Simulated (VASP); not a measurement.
# MoOs2 (Immm) in VASP: relaxation of cell and atoms with PBE

Aim: the relaxation of cell and atoms of MoOs2 with PBE.

Everything below comes from runs of VASP 6.6.1. Logs are shortened: lines on timing, memory, paths and dates and some standing lists are left out, and cuts for length are marked.

### 1 The cell of the first run

It takes space group Immm (No. 71, orthorhombic). The conventional cell has a = 2.753 Å, b = 3.889 Å, c = 8.322 Å, α = 90.00°, β = 90.00°, γ = 90.00°. Mo (site symmetry mmm) has 10 Os at 2.75 to 2.77 Å and 2 Mo at 2.75 Å within 3.6 Å. Os (site symmetry mm2) has 7 Os at 2.73 to 2.83 Å and 5 Mo at 2.75 to 2.77 Å within 3.6 Å.

### 2 Relaxation of cell and atoms, PBE

The input, INCAR:

```
SYSTEM = MoOs2
PREC = Accurate ; ENCUT = 600
EDIFF = 1E-7 ; ISMEAR = 0
SIGMA = 0.1 ; LREAL = .False.
LASPH = .True. ; NELM = 120
ALGO = Normal ; ISIF = 3
LWAVE = .False. ; LCHARG = .False.
GGA = PE ; IBRION = 2
NSW = 100 ; EDIFFG = -0.01
GGA_COMPAT = .False. ; NELMIN = 4
KPAR = 4
```

The input, KPOINTS:

```
regular mesh
0
Gamma
  20 20 20
  0 0 0
```

The input, POSCAR:

```
MoOs2
1.0
   -1.3763482358      1.9442579687      4.1609119895
    1.3763482358     -1.9442579687      4.1609119895
    1.3763482358      1.9442579687     -4.1609119895
Mo Os
1 2
Direct
    0.0000000000      0.0000000000      0.0000000000
    0.6699510732      0.6699510732      0.0000000000
    0.3300489268      0.3300489268      0.0000000000
```

Potentials or basis: VASP PAW PBE potentials, release 64 (Mo_sv, Os).

Started as:

```
> cat potpaw_PBE.64/Mo_sv/POTCAR potpaw_PBE.64/Os/POTCAR > POTCAR
> mpirun -np 4 vasp_std > vasp.out
```

OUTCAR:

```text
SYSTEM = MoOs2
   PREC = Accurate
   ENCUT = 600
   EDIFF = 1E-7
   ISMEAR = 0
   LREAL = .False.
   LASPH = .True.
   NELM = 120
   ISIF = 3
   GGA = PE
   IBRION = 2
   NSW = 100
   EDIFFG = -0.01
   NELMIN = 4

 ion  position               nearest neighbor table
   1  0.000  0.000  0.000-   2 2.75   3 2.75   2 2.77   3 2.77   2 2.77   2 2.77   2 2.77   3 2.77
                             3 2.77   3 2.77
   2  0.670  0.670  0.000-   3 2.73   3 2.73   3 2.73   3 2.73   1 2.75   1 2.77   1 2.77   1 2.77
                             1 2.77   3 2.83
   3  0.330  0.330  0.000-   2 2.73   2 2.73   2 2.73   2 2.73   1 2.75   1 2.77   1 2.77   1 2.77
                             1 2.77   2 2.83

  LATTYP: Found a body centered orthorhombic cell.
 ALAT       =     2.7526964716
 B/A-ratio  =     1.4126206712
 C/A-ratio  =     3.0231535023

  Lattice vectors:

 A1 = (  -1.3763482358,   1.9442579687,   4.1609119895)
 A2 = (   1.3763482358,  -1.9442579687,   4.1609119895)
 A3 = (   1.3763482358,   1.9442579687,  -4.1609119895)

Analysis of symmetry for initial positions (statically):
=====================================================================
 Subroutine PRICEL returns:
 Original cell was already a primitive cell.

 Routine SETGRP: Setting up the symmetry group for a
 body centered orthorhombic supercell.

 Subroutine GETGRP returns: Found  8 space group operations
 (whereof  8 operations were pure point group operations)
 out of a pool of  8 trial point group operations.

The static configuration has the point symmetry D_2h.

Analysis of symmetry for dynamics (positions and initial velocities):
=====================================================================
 Subroutine PRICEL returns:
 Original cell was already a primitive cell.

 Routine SETGRP: Setting up the symmetry group for a
 body centered orthorhombic supercell.

 Subroutine GETGRP returns: Found  8 space group operations
 (whereof  8 operations were pure point group operations)
 out of a pool of  8 trial point group operations.

The dynamic configuration has the point symmetry D_2h.

 Subroutine INISYM returns: Found  8 space group operations
 (whereof  8 operations are pure point group operations),
 and found     1 'primitive' translations

----------------------------------------------------------------------------------------

                                     Primitive cell

  volume of cell :      44.5380

  direct lattice vectors                    reciprocal lattice vectors
    -1.376348236  1.944257969  4.160911989     0.000000000  0.257167520  0.120165964
     1.376348236 -1.944257969  4.160911989     0.363280155  0.000000000  0.120165964
[... 96 lines left out ...]
   TEBEG  =    0.0;   TEEND  =   0.0 temperature during run
   PSTRESS=    0.0 pullay stress
   NELECT =      30.0000    total number of electrons
   NUPDOWN=      -1.0000    fix difference up-down
   EMIN   =  10.00;   EMAX   =-10.00  energy-range for DOS
   EFERMI =   0.00;   METHOD = LEGACY
   ISMEAR =     0;   SIGMA  =   0.10  broadening in eV -4-tet -1-fermi 0-gaus
   EFERMI_NEDOS =   21; number of points for ismear=-14 and -15
   IALGO  =     38    algorithm
   IMIX   =      4    mixing-type and parameters
     AMIX     =   0.40;   BMIX     =  1.00
     AMIX_MAG =   1.60;   BMIX_MAG =  1.00
  volume/ion in A,a.u.               =      14.85       100.19
  Fermi-wavevector in a.u.,A,eV,Ry     =   1.435065  2.711880 28.020008  2.059412
  Thomas-Fermi vector in A             =   2.554405
   LORBIT       =      0    0 simple, 1 ext, 2 COOP (PROOUT), +10 PAW based schemes
   GGA     = PE    functional components
   LHFCALC =     F    Hartree Fock is set to
   AEXX    =    0.0000 exact exchange contribution
   IVDW    =     0    specifies the selected vdW correction
   LEPSILON=     F    determine dielectric tensor
   LRPA    =     F    only Hartree local field effects (RPA)
 conjugate gradient relaxation of ions
 non-spin polarized calculation
 Gauss-broadening in eV      SIGMA  =   0.10
  energy-cutoff  :      600.00
  volume of cell :       44.54
 maximum number of plane-waves:      1535
   NGX = 19   NGY = 19   NGZ = 19

--------------------------------------- Ionic step        1  -------------------------------------------

 number of electron      29.9999999 magnetization

 Free energy of the ion-electron system (eV)
  ---------------------------------------------------
  ext. energy  EPLUGINS =         0.00000000
  ---------------------------------------------------
  free energy    TOTEN  =       -33.12083317 eV

  energy without entropy =      -33.10318642  energy(sigma->0) =      -33.11200980

------------------------ aborting loop because EDIFF is reached ----------------------------------------

  FORCE on cell =-STRESS in cart. coord.  units (eV):
  Direction    XX          YY          ZZ          XY          YZ          ZX
  --------------------------------------------------------------------------------------
  -------------------------------------------------------------------------------------
  Total       -0.0805116      0.1418451     -0.0125606     -0.0000000      0.0000000      0.0000000
  in kB       -2.8962654      5.1026319     -0.4518473     -0.0000000      0.0000000      0.0000000
  external PRESSURE =       0.5848397 kB  Pullay stress =       0.0000000 kB
[... 98 lines left out ...]
--------------------------------------- Ionic step        4  -------------------------------------------

 number of electron      30.0000000 magnetization

 E-fermi :  10.0173     XC(G=0): -13.7054

 val. band max:       10.0172632747   @ k =  -0.2000  -0.3000   0.2000
 cond. band min:      10.0174091411   @ k =  -0.0500   0.3000   0.0500
 fundamental gap:      0.0001458664
 Fermi energy:        10.0173234747

 k-point     1 :       0.0000    0.0000    0.0000
  band No.  band energies     occupation
      1     -50.9127      2.00000
      2     -25.0358      2.00000
      3     -25.0314      2.00000
      4     -24.5151      2.00000
      5       0.6292      2.00000
      6       4.4626      2.00000
[... 555 lines left out ...]
--------------------------------------- Ionic step        5  -------------------------------------------

 number of electron      30.0000000 magnetization

 Free energy of the ion-electron system (eV)
  ---------------------------------------------------
  ext. energy  EPLUGINS =         0.00000000
  ---------------------------------------------------
  free energy    TOTEN  =       -33.12101763 eV

  energy without entropy =      -33.10343279  energy(sigma->0) =      -33.11222521

 E-fermi :   9.9970     XC(G=0): -13.6977

 val. band max:        9.9968415081   @ k =  -0.3000   0.2000   0.0500
 cond. band min:       9.9974416605   @ k =  -0.2500   0.5000   0.2500
 fundamental gap:      0.0006001524
 Fermi energy:         9.9970172990

 k-point     1 :       0.0000    0.0000    0.0000
  band No.  band energies     occupation
      1     -50.9342      2.00000
      2     -25.0568      2.00000
      3     -25.0520      2.00000
      4     -24.5389      2.00000
      5       0.6186      2.00000
      6       4.4540      2.00000
[... 549 lines left out ...]
  FREE ENERGIE OF THE ION-ELECTRON SYSTEM (eV)
  ---------------------------------------------------
  free  energy   TOTEN  =       -33.1210176317 eV

  energy  without entropy=      -33.1034327861  energy(sigma->0) =      -33.11222521

 reached required accuracy - stopping structural energy minimisation
```

OSZICAR:

```text
N       E                     dE             d eps       ncg     rms          rms(c)
DAV:   1     0.283509333963E+03    0.28351E+03   -0.16722E+04 44308   0.175E+03
[... 43 lines left out ...]
DAV:   1    -0.331214960765E+02   -0.57996E-03   -0.15737E-02 44446   0.121E+00    0.229E-01
DAV:   2    -0.331211822537E+02    0.31382E-03   -0.20450E-03 53615   0.402E-01    0.104E-01
DAV:   3    -0.331210729728E+02    0.10928E-03   -0.11034E-03 65233   0.227E-01    0.565E-02
DAV:   4    -0.331210187555E+02    0.54217E-04   -0.30345E-04 58514   0.134E-01    0.221E-02
DAV:   5    -0.331210182263E+02    0.52926E-06   -0.97123E-06 51068   0.333E-02    0.865E-03
DAV:   6    -0.331210177483E+02    0.47795E-06   -0.83052E-07 60810   0.648E-03    0.194E-03
DAV:   7    -0.331210176017E+02    0.14658E-06   -0.21042E-07 34796   0.372E-03    0.121E-03
DAV:   8    -0.331210176317E+02   -0.29940E-07   -0.17202E-08 24092   0.141E-03
   5 F= -.33121018E+02 E0= -.33112225E+02  d E =-.138660E-04
```

Run time: 17 min. Hardware: 4 MPI ranks of AMD EPYC 9R45 (Zen 5), shared host; peak memory 1.3 GiB.

Results:

```yaml
Free_energy: -33.1210 eV
Relaxed_volume: 14.85 Å³/atom
Relaxed_cell: a = 4.794 Å, b = 4.794 Å, c = 4.794 Å, α = 146.68°, β = 132.06°, γ = 59.64°
Space_group_after_relaxing_to_0.1_Å: Immm (No. 71)
Energy_gained_by_relaxing: 0.1 meV/atom
Ionic_steps: 5
Pressure_after_relaxing: 0.0 GPa
Band_gap_on_the_k_mesh: zero (bands 15 and 16 overlap by 2.60 eV)
```

The path:
| step | energy change (eV) | largest force (eV/Å) | pressure (GPa) | volume (Å³) |
| --- | --- | --- | --- | --- |
| 1 | 0.0000 | 0.0047 | 0.06 | 44.54 |
| 2 | -0.0002 | 0.0030 | -0.21 | 44.57 |
| 3 | -0.0002 | 0.0034 | -0.16 | 44.57 |
| 4 | -0.0001 | 0.0029 | 0.49 | 44.48 |
| 5 | -0.0002 | 0.0017 | 0.02 | 44.54 |

Final structure:
```xyz
3
Lattice="-1.3746 1.9478 4.1592 1.3746 -1.9478 4.1592 1.3746 1.9478 -4.1592" Properties=species:S:1:pos:R:3 pbc="T T T"
Mo    0.0000    0.0000    0.0000
Os    0.0000    0.0000    5.5732
Os    0.0000    0.0000    2.7452
```

Levels at points of the mesh, in eV from the Fermi level:
```
           k point  band 11  band 12  band 13  band 14  band 15  band 16  band 17  band 18  band 19
(0.00, 0.00, 0.00)    -2.36    -2.24    -1.96    -1.54    -0.20    -0.09     0.77     1.47     1.55
(0.50, 0.00, 0.00)    -2.50    -2.37    -1.47    -1.35    -0.34     0.39     0.84     1.59     1.64
(0.00, 0.50, 0.00)    -3.33    -2.64     0.11     0.87     0.92     1.90     2.90     2.96     3.47
(0.50, 0.50, 0.00)    -2.81    -2.35    -2.05    -0.65     0.49     0.53     2.04     2.71     3.04
(0.50, 0.50, 0.50)    -2.31    -1.51    -1.50    -0.94    -0.30    -0.27     1.55     2.88     2.98
```

Caveat: spin-orbit coupling is left out, which moves the levels of the heavy elements.
